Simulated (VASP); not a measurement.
# SiNi2 (P6_3/mmc) in VASP: notebook, part 2 of 2

VASP 6.6.1.

## Step 3: Single point, r2SCAN (biaxial strain in the a-b plane: +2.0 %, then relaxed in part)

POSCAR reads:

```
SiNi2
1.0
    3.9469364133      0.0000000000      0.0000000000
   -1.9734682067      3.4181472010      0.0000000000
    0.0000000000      0.0000000000      4.8675897238
Si Ni
2 4
Direct
    0.3333333333      0.6666666667      0.7500000000
    0.6666666667      0.3333333333      0.2500000000
    0.0000000000      0.0000000000      0.0000000000
    0.0000000000      0.0000000000      0.5000000000
    0.3333333333      0.6666666667      0.2500000000
    0.6666666667      0.3333333333      0.7500000000
```

INCAR.step1 reads:

```
  PREC = Accurate
  ENCUT = 520
  ISMEAR = 0
  SIGMA = 0.1
  LREAL = F
  LASPH = T
  NELM = 60
  NBANDS = 33
  GGA = PE
  ALGO = Normal
  EDIFF = 1E-4
  LWAVE = T
  LCHARG = F
```

INCAR.step2 reads:

```
  PREC = Accurate
  ENCUT = 520
  EDIFF = 1E-7
  ISMEAR = 0
  SIGMA = 0.1
  LREAL = F
  LASPH = T
  NELM = 60
  ALGO = Normal
  ISIF = 2
  LWAVE = F
  LCHARG = F
  METAGGA = R2SCAN
  LMIXTAU = T
  NBANDS = 33
  ISTART = 1
```

KPOINTS reads:

```
Automatic mesh
0
Gamma
  12 12 8
```

Potentials or basis: VASP PAW PBE potentials, release 64 (Si, Ni).

Run with:

```sh
> cat potpaw_PBE.64/Si/POTCAR potpaw_PBE.64/Ni/POTCAR > POTCAR
> cp INCAR.step1 INCAR
> mpirun -np 1 vasp_std > vasp.out
> cp INCAR.step2 INCAR
> mpirun -np 1 vasp_std > vasp.out
```

OUTCAR:

```text
PREC = Accurate
   ENCUT = 520
   EDIFF = 1E-7
   ISMEAR = 0
   LREAL = F
   LASPH = T
   NELM = 60
   ISIF = 2
   METAGGA = R2SCAN
   ISTART = 1

 ion  position               nearest neighbor table
   1  0.333  0.667  0.750-   6 2.28   6 2.28   6 2.28   5 2.43   5 2.43   3 2.58   4 2.58   4 2.58
                             3 2.58   4 2.58   3 2.58
   2  0.667  0.333  0.250-   5 2.28   5 2.28   5 2.28   6 2.43   6 2.43   3 2.58   4 2.58   3 2.58
                             4 2.58   3 2.58   4 2.58
   3  0.000  0.000  0.000-   4 2.43   4 2.43   1 2.58   5 2.58   6 2.58   2 2.58   1 2.58   5 2.58
                             2 2.58   6 2.58   2 2.58   6 2.58   1 2.58   5 2.58
   4  0.000  0.000  0.500-   3 2.43   3 2.43   1 2.58   5 2.58   6 2.58   2 2.58   1 2.58   5 2.58
                             2 2.58   6 2.58   2 2.58   6 2.58   1 2.58   5 2.58
   5  0.333  0.667  0.250-   2 2.28   2 2.28   2 2.28   1 2.43   1 2.43   3 2.58   4 2.58   4 2.58
                             3 2.58   4 2.58   3 2.58
   6  0.667  0.333  0.750-   1 2.28   1 2.28   1 2.28   2 2.43   2 2.43   3 2.58   4 2.58   3 2.58
                             4 2.58   3 2.58   4 2.58

  LATTYP: Found a hexagonal cell.
 ALAT       =     3.9469364133
 C/A-ratio  =     1.2332577002

  Lattice vectors:

 A1 = (   3.9469364133,   0.0000000000,   0.0000000000)
 A2 = (  -1.9734682067,   3.4181472010,   0.0000000000)
 A3 = (   0.0000000000,   0.0000000000,   4.8675897238)

Analysis of symmetry for initial positions (statically):
=====================================================================
 Subroutine PRICEL returns:
 Original cell was already a primitive cell.

 Routine SETGRP: Setting up the symmetry group for a
 hexagonal supercell.

 Subroutine GETGRP returns: Found 24 space group operations
 (whereof 12 operations were pure point group operations)
 out of a pool of 24 trial point group operations.

The static configuration has the point symmetry D_3d.
 The point group associated with its full space group is D_6h.

Analysis of symmetry for dynamics (positions and initial velocities):
=====================================================================
 Subroutine PRICEL returns:
[... 144 lines left out ...]
   LHFCALC =     F    Hartree Fock is set to
   AEXX    =    0.0000 exact exchange contribution
   IVDW    =     0    specifies the selected vdW correction
   LEPSILON=     F    determine dielectric tensor
   LRPA    =     F    only Hartree local field effects (RPA)
 non-spin polarized calculation
 Gauss-broadening in eV      SIGMA  =   0.10
  energy-cutoff  :      520.00
  volume of cell :       65.67
 maximum number of plane-waves:      1795
 NGX is ok and might be reduce to    30
   NGX = 15   NGY = 15   NGZ = 19

 number of electron      48.0000041 magnetization

 Free energy of the ion-electron system (eV)
  ---------------------------------------------------
  ext. energy  EPLUGINS =         0.00000000
  ---------------------------------------------------
  free energy    TOTEN  =       -68.18571467 eV

  energy without entropy =      -68.16868437  energy(sigma->0) =      -68.17719952

 E-fermi :  10.9293     XC(G=0): -13.9841

 val. band max:       10.9073155029   @ k =   0.3333   0.0000   0.2500
 cond. band min:      10.9390371869   @ k =   0.2500   0.0833   0.1250
 fundamental gap:      0.0317216841
 Fermi energy:        10.9293392380

 k-point     1 :       0.0000    0.0000    0.0000
  band No.  band energies     occupation
      1      -2.2342      2.00000
      2       2.6163      2.00000
      3       4.3223      2.00000
      4       5.6734      2.00000
      5       5.6734      2.00000
      6       6.9288      2.00000
[... 853 lines left out ...]
     32      18.6092      0.00000
     33      19.3991      0.00000

 [... further k-points ...]

------------------------ aborting loop because EDIFF is reached ----------------------------------------

  FORCE on cell =-STRESS in cart. coord.  units (eV):
  Direction    XX          YY          ZZ          XY          YZ          ZX
  --------------------------------------------------------------------------------------
  -------------------------------------------------------------------------------------
  Total       -3.7754055     -3.7754055      0.0953496      0.0000000     -0.0000000      0.0000000
  in kB      -92.1105399    -92.1105399      2.3262936      0.0000000     -0.0000000      0.0000000
  external PRESSURE =     -60.6315954 kB  Pullay stress =       0.0000000 kB

 VOLUME and BASIS-vectors are now :
 -----------------------------------------------------------------------------
  energy-cutoff  :      520.00
  volume of cell :       65.67
      direct lattice vectors                 reciprocal lattice vectors
     3.946936413  0.000000000  0.000000000     0.253361062  0.146278077  0.000000000
    -1.973468207  3.418147201  0.000000000     0.000000000  0.292556154  0.000000000
     0.000000000  0.000000000  4.867589724     0.000000000  0.000000000  0.205440486

 POSITION                                       TOTAL-FORCE (eV/Angst)
 -----------------------------------------------------------------------------------
     -0.00000      2.27876      3.65069         0.000000      0.000000      0.000000
      1.97347      1.13938      1.21690         0.000000      0.000000      0.000000
      0.00000      0.00000      0.00000        -0.000000      0.000000      0.000000
      0.00000      0.00000      2.43379        -0.000000      0.000000      0.000000
     -0.00000      2.27876      1.21690        -0.000000     -0.000000      0.000000
      1.97347      1.13938      3.65069         0.000000      0.000000      0.000000
 -----------------------------------------------------------------------------------
    total drift:                                0.000000     -0.000000      0.000000

  FREE ENERGIE OF THE ION-ELECTRON SYSTEM (eV)
  ---------------------------------------------------
  free  energy   TOTEN  =       -68.1857146736 eV

  energy  without entropy=      -68.1686843691  energy(sigma->0) =      -68.17719952
```

It took 22 min on 1 thread of Intel Xeon 8259CL, shared host; peak memory 0.29 GiB.

What came out:

```
Free energy            : -68.1857 eV
Pressure               : -6.1 GPa
Band gap on the k mesh : zero (bands 24 and 25 overlap by 3.35 eV)
```

Caveat: the cell differs from its parent crystal (biaxial strain in the a-b plane: +2.0 %, then relaxed in part); the cell stands under tension; the PAW data sets were made with another functional, which shifts forces and pressure a little.

## Step 4: Single point, r2SCAN (biaxial strain in the a-b plane: +2.0 %)

Edit POSCAR of step 3 so:

```diff
@@ -4,3 +4,3 @@
    -1.9734682067      3.4181472010      0.0000000000
-    0.0000000000      0.0000000000      4.8675897238
+    0.0000000000      0.0000000000      4.8676894019
 Si Ni
```

INCAR.step1 reads:

```
PREC = Accurate ; ENCUT = 520
ISMEAR = 0 ; SIGMA = 0.1
LREAL = F ; LASPH = T
NELM = 100 ; NBANDS = 33
GGA = PE ; ALGO = Normal
EDIFF = 1E-4 ; LWAVE = T
LCHARG = F
```

INCAR.step2 reads:

```
PREC = Accurate ; ENCUT = 520
EDIFF = 1E-6 ; ISMEAR = 0
SIGMA = 0.1 ; LREAL = F
LASPH = T ; NELM = 100
ALGO = Normal ; ISIF = 2
LWAVE = F ; LCHARG = F
METAGGA = R2SCAN ; LMIXTAU = T
NBANDS = 33 ; ISTART = 1
```

KPOINTS is that of step 3.

Run with:

```sh
> cat potpaw_PBE.64/Si/POTCAR potpaw_PBE.64/Ni/POTCAR > POTCAR
> cp INCAR.step1 INCAR
> mpirun -np 1 vasp_std > vasp.out
> cp INCAR.step2 INCAR
> mpirun -np 1 vasp_std > vasp.out
```

Wall time 21 min (1 thread of Intel Xeon 8259CL, shared host); peak memory 0.3 GiB.

Results (log left out):

```
Free energy            : -68.1857 eV
Pressure               : -6.1 GPa
Band gap on the k mesh : zero (bands 24 and 25 overlap by 3.35 eV)
```

Stress tensor (GPa, compression positive):
```
-9.22  0.00  0.00
 0.00 -9.22  0.00
 0.00  0.00  0.22
```

Levels at points of the mesh, in eV from the Fermi level:
```tsv
k point	band 21	band 22	band 23	band 24	band 25	band 26	band 27	band 28
(0.00, 0.00, 0.00)	-0.65	-0.65	0.21	2.63	2.63	2.71	2.71	2.74
(0.50, 0.00, 0.00)	-1.24	-1.22	-1.06	-0.69	-0.54	1.32	1.83	2.94
(0.00, 0.00, 0.50)	-1.28	-1.28	2.33	2.33	3.27	3.27	3.27	3.27
(0.50, 0.00, 0.50)	-1.29	-1.29	-0.90	-0.90	0.94	0.94	2.89	2.89
```

Caveat: the cell differs from its parent crystal (biaxial strain in the a-b plane: +2.0 %); the cell stands under tension; the PAW data sets were made with another functional, which shifts forces and pressure a little.
